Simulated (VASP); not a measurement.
Input of a VASP 6.6.1 run:

File INCAR:

```
  ALGO = Normal
  EDIFF = 1E-6
  ENCUT = 520
  GGA = PS
  ISIF = 2
  ISMEAR = -1
  LASPH = T
  LCHARG = F
  LREAL = F
  LWAVE = F
  NBANDS = 24
  NELM = 100
  PREC = Accurate
  SIGMA = 0.08
```

Contents of KPOINTS:

```
k-points
0
Gamma
  3 5 5
```

Contents of POSCAR:

```
KBr
1.0
    0.0000000000      6.6000000000      6.6000000000
    3.3000000000      0.0000000000      3.3000000000
    3.3000000000      3.3000000000      0.0000000000
K Br
2 2
Direct
    0.0058518182     -0.0135718182      0.0086187879
    0.4935964394     -0.0033640909     -0.0068871212
    0.2415446970      0.5249896970      0.4988430303
    0.7587253030      0.4832972727      0.5003096970
```

Potentials or basis: VASP PAW PBE potentials, release 64 (K_sv, Br).

Launch:

```sh
$ cat potpaw_PBE.64/K_sv/POTCAR potpaw_PBE.64/Br/POTCAR > POTCAR
$ mpirun -np 1 vasp_std > vasp.out
```

Task: Predict the largest force.

Result: 0.213 eV/Å.

Task: Estimate the pressure.

Result: -0.2 GPa.

Stress tensor (GPa, compression positive):
```
-0.19  0.02  0.00
 0.02 -0.15 -0.01
 0.00 -0.01 -0.25
```

Caveat: the PAW data sets were made with another functional, which shifts forces and pressure a little.
